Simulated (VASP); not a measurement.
## MgF2: electric field gradients with LDA

Crystal: MgF2.

```
Mg F
1.0
     4.59028    0.00000    0.00000
     0.00000    4.59028    0.00000
     0.00000    0.00000    2.99566
Mg F
2 4
Direct
  0.00000 0.00000 0.00000
  0.50000 0.50000 0.50000
  0.30280 0.30280 0.00000
  0.19720 0.80280 0.50000
  0.69720 0.69720 0.00000
  0.80280 0.19720 0.50000
```

This cell differs from its parent crystal: volume scaled by 0.98.

- Program: VASP 6.6.1
- Task: electric field gradients
- Functional: LDA
- Potentials or basis: VASP PAW LDA potentials, release 64 (Mg, F)
- Cutoff: 520 eV
- k mesh: 5 × 5 × 7
- Occupations: fermi-dirac, width 0.02 eV
- Spin: no spin polarisation
- Dipole correction: no
- Further INCAR settings: ALGO = Normal; EDIFF = 1e-08; NBANDS = 25

```
Pressure               : -2.7 GPa
Largest force          : 0.016 eV/Å
Band gap on the k mesh : 7.01 eV, direct
```

Forces on the atoms (eV/Å):
```
Mg   0.000  0.000  0.000
Mg   0.000  0.000  0.000
F   -0.011 -0.011  0.000
F    0.011 -0.011  0.000
F    0.011  0.011  0.000
F   -0.011  0.011  0.000
```

Stress tensor (GPa, compression positive):
```
-3.38  0.00  0.00
 0.00 -3.38  0.00
 0.00  0.00 -1.45
```

Levels at points of the mesh, in eV from the valence-band top:
```
           k point  band 13  band 14  band 15  band 16  band 17  band 18  band 19  band 20
(0.00, 0.00, 0.00)    -0.74    -0.34    -0.34     0.00     7.01    12.08    12.08    13.56
```

Electric field gradients, principal values (V/Å²):
| atom | least | middle | greatest (by size) |
| --- | --- | --- | --- |
| 1 Mg | -0.371 | -5.715 | 6.085 |
| 2 Mg | -0.371 | -5.715 | 6.085 |
| 3 F | 15.089 | 32.132 | -47.221 |
| 4 F | 15.089 | 32.132 | -47.221 |
| 5 F | 15.089 | 32.132 | -47.221 |
| 6 F | 15.089 | 32.132 | -47.221 |

Run time: 16 s on 1 thread of AMD EPYC 9R45 96-Core Processor (Zen 5), with other jobs on the host, peak memory 0.14 GiB.

Caveat: without QUAD_EFG the Cq values of the log hold for a quadrupole moment of 1 mb, not for the nuclei.
